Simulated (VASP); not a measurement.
# TaN (rocksalt type) (Fm-3m) in VASP: further runs

The runs below take TaN (rocksalt type) through single point, with PBE.

Program: VASP 6.6.1. These are calculated values, not measurements. Logs are shortened: lines on timing, memory, paths and dates and some standing lists are left out, and cuts for length are marked.

### 1 The cell of the first run

Symmetry: Fm-3m, No. 225, cubic system. Conventional cell: a = 4.201 Å, b = 4.201 Å, c = 4.201 Å, α = 90.00°, β = 90.00°, γ = 90.00°. Within 2.8 Å of Ta (site symmetry m-3m) lie 6 N at 2.10 Å. Within 2.8 Å of N (site symmetry m-3m) lie 6 Ta at 2.10 Å.

### 2 Single point, PBE (9.27 Å³/atom)

File INCAR:

```
  PREC = Accurate
  ENCUT = 600
  EDIFF = 1E-6
  ISMEAR = -1
  SIGMA = 0.08
  LREAL = False
  LASPH = True
  NELM = 120
  ALGO = Normal
  ISIF = 2
  LWAVE = False
  LCHARG = False
  GGA = PE
  NBANDS = 15
  GGA_COMPAT = False
```

File KPOINTS:

```
Automatic mesh
0
Gamma
  16 16 16
```

File POSCAR:

```
TaN
1.0
    0.0000000000      2.1004394783      2.1004394783
    2.1004394783      0.0000000000      2.1004394783
    2.1004394783      2.1004394783      0.0000000000
Ta N
1 1
Direct
    0.0000000000      0.0000000000      0.0000000000
    0.5000000000      0.5000000000      0.5000000000
```

Potentials or basis: VASP PAW PBE potentials, release 64 (Ta_pv, N).

Launch:

```console
cat potpaw_PBE.64/Ta_pv/POTCAR potpaw_PBE.64/N/POTCAR > POTCAR
mpirun -np 1 vasp_std > vasp.out
```

OUTCAR:

```text
PREC = Accurate
   ENCUT = 600
   EDIFF = 1E-6
   ISMEAR = -1
   LREAL = False
   LASPH = True
   NELM = 120
   ISIF = 2
   GGA = PE

 ion  position               nearest neighbor table
   1  0.000  0.000  0.000-   2 2.10   2 2.10   2 2.10   2 2.10   2 2.10   2 2.10
   2  0.500  0.500  0.500-   1 2.10   1 2.10   1 2.10   1 2.10   1 2.10   1 2.10

  LATTYP: Found a face centered cubic cell.
 ALAT       =     4.2008789566

  Lattice vectors:

 A1 = (   0.0000000000,   2.1004394783,   2.1004394783)
 A2 = (   2.1004394783,   0.0000000000,   2.1004394783)
 A3 = (   2.1004394783,   2.1004394783,   0.0000000000)

Analysis of symmetry for initial positions (statically):
=====================================================================
 Subroutine PRICEL returns:
 Original cell was already a primitive cell.

 Routine SETGRP: Setting up the symmetry group for a
 face centered cubic supercell.

 Subroutine GETGRP returns: Found 48 space group operations
 (whereof 48 operations were pure point group operations)
 out of a pool of 48 trial point group operations.

The static configuration has the point symmetry O_h .

Analysis of symmetry for dynamics (positions and initial velocities):
=====================================================================
 Subroutine PRICEL returns:
 Original cell was already a primitive cell.

 Routine SETGRP: Setting up the symmetry group for a
 face centered cubic supercell.

 Subroutine GETGRP returns: Found 48 space group operations
 (whereof 48 operations were pure point group operations)
 out of a pool of 48 trial point group operations.

The dynamic configuration has the point symmetry O_h .

 Subroutine INISYM returns: Found 48 space group operations
 (whereof 48 operations are pure point group operations),
 and found     1 'primitive' translations

----------------------------------------------------------------------------------------

                                     Primitive cell

  volume of cell :      18.5336

  direct lattice vectors                    reciprocal lattice vectors
     0.000000000  2.100439478  2.100439478    -0.238045421  0.238045421  0.238045421
     2.100439478  0.000000000  2.100439478     0.238045421 -0.238045421  0.238045421
     2.100439478  2.100439478  0.000000000     0.238045421  0.238045421 -0.238045421

  length of vectors
     2.970469997  2.970469997  2.970469997     0.412306764  0.412306764  0.412306764

  position of ions in fractional coordinates (direct lattice)
     0.000000000  0.000000000  0.000000000
     0.500000000  0.500000000  0.500000000

  ion indices of the primitive-cell ions
   primitive index   ion index
                 1           1
                 2           2

----------------------------------------------------------------------------------------

 KPOINTS: Automatic mesh

Automatic generation of k-mesh.
 Grid dimensions read from file:
 generate k-points for:   16   16   16

 Generating k-lattice:

  Cartesian coordinates                     Fractional coordinates (reciprocal lattice)
    -0.014877839  0.014877839  0.014877839     0.062500000  0.000000000  0.000000000
     0.014877839 -0.014877839  0.014877839     0.000000000  0.062500000  0.000000000
     0.014877839  0.014877839 -0.014877839     0.000000000  0.000000000  0.062500000

  Length of vectors
     0.025769173  0.025769173  0.025769173

  Shift w.r.t. Gamma in fractional coordinates (k-lattice)
     0.000000000  0.000000000  0.000000000

 Subroutine IBZKPT returns following result:
 ===========================================

 Found    145 irreducible k-points:

 Following reciprocal coordinates:
            Coordinates               Weight
  0.000000  0.000000  0.000000      1.000000
  0.062500  0.000000  0.000000      8.000000
  0.125000  0.000000  0.000000      8.000000
  0.187500  0.000000  0.000000      8.000000
  0.250000  0.000000  0.000000      8.000000
  0.312500  0.000000  0.000000      8.000000
[... 16 lines left out ...]
 -0.125000  0.062500  0.000000     24.000000
 -0.062500  0.062500  0.000000     12.000000
 [... further k-points ...]
   k-points           NKPTS =    145   k-points in BZ     NKDIM =    145   number of bands    NBANDS=     15
   number of dos      NEDOS =    301   number of ions     NIONS =      2
   total plane-waves  NPLWV =  13824
   dimension x,y,z NGX =    24 NGY =   24 NGZ =   24
   dimension x,y,z NGXF=    48 NGYF=   48 NGZF=   48
   ions per type =               1   1
   NGX,Y,Z   is equivalent  to a cutoff of  13.43, 13.43, 13.43 a.u.
   NGXF,Y,Z  is equivalent  to a cutoff of  26.86, 26.86, 26.86 a.u.
 SYSTEM =  unknown system
   PREC   = accura    normal or accurate (medium, high low for compatibility)
   ISTART =      0    job   : 0-new  1-cont  2-samecut
   ICHARG =      2    charge: 1-file 2-atom 10-const
   ISPIN  =      1    spin polarized calculation?
   LNONCOLLINEAR =      F non collinear calculations
   LSORBIT =      F    spin-orbit coupling
   LASPH  =      T    aspherical Exc in radial PAW
   ENCUT  =  600.0 eV  44.10 Ry    6.64 a.u.   5.93  5.93  5.93*2*pi/ulx,y,z
   NELM   =    120;   NELMIN=  2; NELMDL= -5     # of ELM steps
   EDIFF  = 0.1E-05   stopping-criterion for ELM
   LREAL  =      F    real-space projection
   EDIFFG = 0.1E-04   stopping-criterion for IOM
   NSW    =      0    number of steps for IOM
   IBRION =     -1    ionic relax: 0-MD 1-quasi-New 2-CG
   NFREE  =      0    steps in history (QN), initial steepest desc. (CG)
   ISIF   =      2    stress and relaxation
   ISYM   =      2    0-nonsym 1-usesym 2-fastsym
   POTIM  = 0.5000    time-step for ionic-motion
   TEBEG  =    0.0;   TEEND  =   0.0 temperature during run
   PSTRESS=    0.0 pullay stress
   NELECT =      16.0000    total number of electrons
   NUPDOWN=      -1.0000    fix difference up-down
   EMIN   =  10.00;   EMAX   =-10.00  energy-range for DOS
   EFERMI =   0.00;   METHOD = LEGACY
   ISMEAR =    -1;   SIGMA  =   0.08  broadening in eV -4-tet -1-fermi 0-gaus
   EFERMI_NEDOS =   21; number of points for ismear=-14 and -15
   IALGO  =     38    algorithm
   IMIX   =      4    mixing-type and parameters
     AMIX     =   0.40;   BMIX     =  1.00
     AMIX_MAG =   1.60;   BMIX_MAG =  1.00
  volume/ion in A,a.u.               =       9.27        62.54
  Fermi-wavevector in a.u.,A,eV,Ry     =   1.558815  2.945734 33.060866  2.429905
  Thomas-Fermi vector in A             =   2.662265
   LORBIT       =      0    0 simple, 1 ext, 2 COOP (PROOUT), +10 PAW based schemes
   GGA     = PE    functional components
   LHFCALC =     F    Hartree Fock is set to
   AEXX    =    0.0000 exact exchange contribution
   IVDW    =     0    specifies the selected vdW correction
   LEPSILON=     F    determine dielectric tensor
   LRPA    =     F    only Hartree local field effects (RPA)
 non-spin polarized calculation
  energy-cutoff  :      600.00
  volume of cell :       18.53
 maximum number of plane-waves:       636
   NGX = 11   NGY = 11   NGZ = 11

 number of electron      16.0000002 magnetization

 Free energy of the ion-electron system (eV)
  ---------------------------------------------------
  ext. energy  EPLUGINS =         0.00000000
  ---------------------------------------------------
  free energy    TOTEN  =       -21.24146239 eV

  energy without entropy =      -21.22458730  energy(sigma->0) =      -21.23302484

 E-fermi :  11.1657     XC(G=0): -14.2157

 val. band max:       11.1554864866   @ k =  -0.3125   0.3125   0.1250
 cond. band min:      11.1753580690   @ k =  -0.4375   0.1875   0.0000
 fundamental gap:      0.0198715824
 Fermi energy:        11.1657169673

 k-point     1 :       0.0000    0.0000    0.0000
  band No.  band energies     occupation
      1     -24.3297      2.00000
      2     -24.3297      2.00000
      3     -24.3297      2.00000
      4      -8.8419      2.00000
      5       6.9483      2.00000
      6       6.9483      2.00000
      7       6.9483      2.00000
      8       8.6474      2.00000
      9       8.6474      2.00000
     10       8.6474      2.00000
     11      11.2662      0.44315
     12      11.2662      0.44314
     13      13.9776      0.00000
     14      20.6219      0.00000
     15      23.8630      0.00000

 k-point     2 :       0.0625    0.0000    0.0000
  band No.  band energies     occupation
      1     -24.3906      2.00000
      2     -24.3345      2.00000
      3     -24.3345      2.00000
      4      -8.7153      2.00000
      5       6.3781      2.00000
      6       6.5323      2.00000
      7       6.5323      2.00000
      8       8.8384      2.00000
      9       8.8384      2.00000
     10       8.9378      2.00000
     11      11.7423      0.00148
     12      11.7423      0.00148
     13      14.2554      0.00000
     14      20.9758      0.00000
     15      23.8630      0.00000

 k-point     3 :       0.1250    0.0000    0.0000
  band No.  band energies     occupation
      1     -24.5604      2.00000
      2     -24.3483      2.00000
      3     -24.3483      2.00000
      4      -8.3525      2.00000
      5       5.2464      2.00000
      6       5.6927      2.00000
      7       5.6927      2.00000
      8       9.2742      2.00000
      9       9.2742      2.00000
     10       9.3661      2.00000
     11      12.8863      0.00000
     12      12.8863      0.00000
     13      14.9797      0.00000
     14      21.9647      0.00000
     15      23.8626      0.00000

 k-point     4 :       0.1875    0.0000    0.0000
  band No.  band energies     occupation
      1     -24.8048      2.00000
      2     -24.3689      2.00000
      3     -24.3689      2.00000
      4      -7.7988      2.00000
      5       3.9840      2.00000
      6       4.8120      2.00000
      7       4.8120      2.00000
      8       9.7877      2.00000
      9       9.8994      2.00000
     10       9.8994      2.00000
     11      14.3297      0.00000
     12      14.3297      0.00000
     13      15.9092      0.00000
     14      23.3569      0.00000
     15      23.8624      0.00000
[... 307 lines left out ...]
 k-point    22 :      -0.1875    0.0625    0.0000
  band No.  band energies     occupation
      1     -24.9050      2.00000
      2     -24.4328      2.00000
      3     -24.3573      2.00000
      4      -7.5116      2.00000
      5       3.3497      2.00000
      6       4.2391      2.00000
      7       4.8389      2.00000
      8       9.7972      2.00000
      9       9.8459      2.00000
     10      11.0020      1.77126
     11      13.8469      0.00000
     12      15.7124      0.00000
     13      16.5667      0.00000
     14      23.8581      0.00000
     15      24.0589      0.00000

 k-point    23 :      -0.1250    0.0625    0.0000
  band No.  band energies     occupation
      1     -24.6580      2.00000
      2     -24.4005      2.00000
      3     -24.3399      2.00000
      4      -8.0941      2.00000
      5       4.5147      2.00000
      6       5.0361      2.00000
      7       5.6185      2.00000
      8       9.2022      2.00000
      9       9.4903      2.00000
     10      10.2019      1.99999
     11      12.6070      0.00000
     12      14.1928      0.00000
     13      15.6006      0.00000
     14      22.6640      0.00000
     15      23.8623      0.00000

 k-point    24 :      -0.0625    0.0625    0.0000
  band No.  band energies     occupation
      1     -24.4746      2.00000
      2     -24.3660      2.00000
      3     -24.3318      2.00000
      4      -8.5126      2.00000
      5       5.6069      2.00000
      6       5.8762      2.00000
      7       6.2869      2.00000
      8       8.8522      2.00000
      9       9.1330      2.00000
     10       9.5049      2.00000
     11      11.8368      0.00046
     12      12.8064      0.00000
     13      14.7313      0.00000
     14      21.5388      0.00000
     15      23.8628      0.00000

 [... further k-points ...]
[... 5 lines left out ...]
  --------------------------------------------------------------------------------------
  -------------------------------------------------------------------------------------
  Total        8.2073685      8.2073685      8.2073685     -0.0000000     -0.0000000      0.0000000
  in kB      709.5026217    709.5026217    709.5026217     -0.0000000     -0.0000000      0.0000000
  external PRESSURE =     709.5026217 kB  Pullay stress =       0.0000000 kB

 VOLUME and BASIS-vectors are now :
 -----------------------------------------------------------------------------
  energy-cutoff  :      600.00
  volume of cell :       18.53
      direct lattice vectors                 reciprocal lattice vectors
     0.000000000  2.100439478  2.100439478    -0.238045421  0.238045421  0.238045421
     2.100439478  0.000000000  2.100439478     0.238045421 -0.238045421  0.238045421
     2.100439478  2.100439478  0.000000000     0.238045421  0.238045421 -0.238045421

 POSITION                                       TOTAL-FORCE (eV/Angst)
 -----------------------------------------------------------------------------------
      0.00000      0.00000      0.00000         0.000000      0.000000      0.000000
      2.10044      2.10044      2.10044         0.000000      0.000000      0.000000
 -----------------------------------------------------------------------------------
    total drift:                                0.000000     -0.000000     -0.000000

  FREE ENERGIE OF THE ION-ELECTRON SYSTEM (eV)
  ---------------------------------------------------
  free  energy   TOTEN  =       -21.2414623858 eV

  energy  without entropy=      -21.2245873017  energy(sigma->0) =      -21.23302484
```

Run time: 37 s. Hardware: 1 thread of Intel Xeon 8259CL, shared host; peak memory 0.18 GiB.

What came out:

```yaml
Free_energy: -21.2415 eV
Pressure: 71.0 GPa
Band_gap_on_the_k_mesh: zero (bands 8 and 9 overlap by 4.89 eV)
```

Levels at points of the mesh, in eV from the Fermi level:
```tsv
k point	band 6	band 7	band 8	band 9	band 10	band 11
(0.00, 0.00, 0.00)	-4.22	-4.22	-2.52	-2.52	-2.52	0.10
(0.50, 0.00, 0.00)	-8.63	-8.63	2.37	2.37	2.47	4.31
(0.50, 0.50, 0.00)	-6.48	-4.92	-4.92	2.61	4.40	4.40
```

Caveat: the cell stands under pressure; spin-orbit coupling is left out, which moves the levels of the heavy elements.

### 3 Single point, PBE

File INCAR:

```
SYSTEM = TaN
PREC = Accurate
ENCUT = 600
EDIFF = 1E-6
ISMEAR = -1
SIGMA = 0.08
LREAL = .FALSE.
LASPH = .TRUE.
NELM = 120
ALGO = Normal
ISIF = 2
LWAVE = .FALSE.
LCHARG = .TRUE.
GGA = PE
LELF = .TRUE.
LVHAR = .TRUE.
NBANDS = 15
GGA_COMPAT = .FALSE.
```

File KPOINTS:

```
regular mesh
0
G
  16 16 16
  0 0 0
```

File POSCAR:

```
TaN
1.0
    0.0000000000      2.1007558465      2.1007558465
    2.1007558465      0.0000000000      2.1007558465
    2.1007558465      2.1007558465      0.0000000000
Ta N
1 1
Direct
    0.0000000000      0.0000000000      0.0000000000
    0.5000000000      0.5000000000      0.5000000000
```

Potentials or basis: VASP PAW PBE potentials, release 64 (Ta_pv, N).

Launch:

```console
cat potpaw_PBE.64/Ta_pv/POTCAR potpaw_PBE.64/N/POTCAR > POTCAR
mpirun -np 1 vasp_std > vasp.out
```

Wall time 44 s (1 thread of Intel Xeon 8259CL, shared host); peak memory 0.18 GiB.

Results (log left out):

```
Free energy            : -21.2452 eV
Pressure               : 70.7 GPa
Band gap on the k mesh : zero (bands 8 and 9 overlap by 4.89 eV)
```

Levels at points of the mesh, in eV from the Fermi level:
```
           k point  band 5  band 6  band 7  band 8  band 9  band 10  band 11  band 12
(0.00, 0.00, 0.00)   -4.22   -4.22   -4.22   -2.52   -2.52    -2.52     0.10     0.10
(0.50, 0.00, 0.00)  -11.54   -8.63   -8.63    2.37    2.37     2.47     4.31     9.11
(0.50, 0.50, 0.00)   -6.83   -6.48   -4.92   -4.92    2.61     4.40     4.40     6.15
```

Caveat: the cell stands under pressure; spin-orbit coupling is left out, which moves the levels of the heavy elements.

### 4 Single point, PBE

File INCAR:

```
PREC = Accurate
ENCUT = 600
EDIFF = 1E-6
ISMEAR = -1
SIGMA = 0.08
LREAL = F
LASPH = T
NELM = 120
ALGO = Normal
ISIF = 2
LWAVE = F
LCHARG = F
GGA = PE
NBANDS = 15
GGA_COMPAT = F
```

File KPOINTS:

```
Automatic mesh
0
Gamma
  16 16 16
```

File POSCAR:

```
TaN
1.0
    0.0000000000      2.1002032915      2.1002032915
    2.1002032915      0.0000000000      2.1002032915
    2.1002032915      2.1002032915      0.0000000000
Ta N
1 1
Direct
    0.0000000000      0.0000000000      0.0000000000
    0.5000000000      0.5000000000      0.5000000000
```

Launch:

```console
cat potpaw_PBE.64/Ta_pv/POTCAR potpaw_PBE.64/N/POTCAR > POTCAR
mpirun -np 1 vasp_std > vasp.out
```

Run time: 57 s. Hardware: 1 thread of Intel Xeon 8259CL, shared host; peak memory 0.18 GiB.

Results (log left out):

```
Free energy            : -21.2387 eV
Pressure               : 71.2 GPa
Band gap on the k mesh : zero (bands 8 and 9 overlap by 4.89 eV)
```

Levels at points of the mesh, in eV from the Fermi level:
| k point | band 4 | band 5 | band 6 | band 7 | band 8 | band 9 | band 10 | band 11 | band 12 | band 13 |
| --- | --- | --- | --- | --- | --- | --- | --- | --- | --- | --- |
| (0.00, 0.00, 0.00) | -20.01 | -4.22 | -4.22 | -4.22 | -2.52 | -2.52 | -2.52 | 0.10 | 0.10 | 2.82 |
| (0.50, 0.00, 0.00) | -16.05 | -11.55 | -8.64 | -8.64 | 2.37 | 2.37 | 2.48 | 4.31 | 9.12 | 9.12 |
| (0.50, 0.50, 0.00) | -18.77 | -6.83 | -6.48 | -4.92 | -4.92 | 2.61 | 4.40 | 4.40 | 6.16 | 8.55 |

Caveat: the cell stands under pressure; spin-orbit coupling is left out, which moves the levels of the heavy elements.
